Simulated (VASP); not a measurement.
Wanted: the native input for a VASP 6.6.1 run.

- Task: G0W0 quasiparticle levels
- Functional: PBE
- Potentials or basis: VASP PAW PBE potentials, release 64 (Li_GW, Se_GW)
- Cutoff: 500 eV
- k mesh: 8 × 8 × 8
- Occupations: gaussian, width 0.01 eV
- Spin: no spin polarisation
- Dipole correction: no
- GW scheme: G0W0
- GW iterations: 1
- Cutoff of the response function: 80
- Frequency points: 48
- Empty bands: 87
- Further INCAR settings: ALGO = EVGW0; EDIFF = 1e-08; NBANDS = 91

Crystal: Li2Se.

```
Li Se
1.0
     0.00000    2.99346    2.99346
     2.99346    0.00000    2.99346
     2.99346    2.99346    0.00000
Li Se
2 1
Direct
  0.25000 0.25000 0.25000
  0.75000 0.75000 0.75000
  0.00000 0.00000 0.00000
```

One way to write it, as run:

POSCAR

```
Li2Se
1.0
    0.0000000000      2.9934588640      2.9934588640
    2.9934588640      0.0000000000      2.9934588640
    2.9934588640      2.9934588640      0.0000000000
Li Se
2 1
Direct
    0.2500000000      0.2500000000      0.2500000000
    0.7500000000      0.7500000000      0.7500000000
    0.0000000000      0.0000000000      0.0000000000
```

INCAR.step1

```
SYSTEM = Li2Se
  ALGO = Normal
  EDIFF = 1E-8
  ENCUT = 500
  GGA = PE
  ISMEAR = 0
  LASPH = .True.
  LCHARG = .False.
  LREAL = .False.
  LWAVE = .True.
  NELM = 80
  PREC = Accurate
  SIGMA = 0.01
```

INCAR.step2

```
SYSTEM = Li2Se
  ALGO = Exact
  EDIFF = 1E-8
  ENCUT = 500
  GGA = PE
  ISMEAR = 0
  ISTART = 1
  LASPH = .True.
  LCHARG = .False.
  LOPTICS = .True.
  LREAL = .False.
  LWAVE = .True.
  NBANDS = 91
  NELM = 1
  PREC = Accurate
  SIGMA = 0.01
```

INCAR.step3

```
SYSTEM = Li2Se
  ALGO = EVGW0
  EDIFF = 1E-8
  ENCUT = 500
  ENCUTGW = 80.0
  GGA = PE
  ISMEAR = 0
  ISTART = 1
  LASPH = .True.
  LCHARG = .False.
  LREAL = .False.
  LWAVE = .False.
  NBANDS = 91
  NBANDSGW = 12
  NELMGW = 1
  NOMEGA = 48
  PREC = Accurate
  PRECFOCK = Fast
  SIGMA = 0.01
```

KPOINTS

```
k-points
0
Gamma
  8 8 8
  0 0 0
```

Potentials or basis: VASP PAW PBE potentials, release 64 (Li_GW, Se_GW).

Launch:

```sh
$ cat potpaw_PBE.64/Li_GW/POTCAR potpaw_PBE.64/Se_GW/POTCAR > POTCAR
$ cp INCAR.step1 INCAR
$ mpirun -np 1 vasp_std > vasp.out
$ cp INCAR.step2 INCAR
$ mpirun -np 1 vasp_std > vasp.out
$ cp INCAR.step3 INCAR
$ mpirun -np 1 vasp_std > vasp.out
```

It gave:

| Property | Result |
| --- | --- |
| Quasiparticle gap | 4.26 eV |
| Least direct quasiparticle gap | 4.86 eV |
| Band gap of the starting levels on the mesh | 2.97 eV |
| Least direct gap of the starting levels on the mesh | 3.41 eV |

Caveat: bands, screening cutoff and mesh are small and nothing is extrapolated, so the quasiparticle values aren't converged.

Run time: 68 min on 1 thread of Intel Xeon 8259CL, with other jobs on the host, peak memory 1.6 GiB.
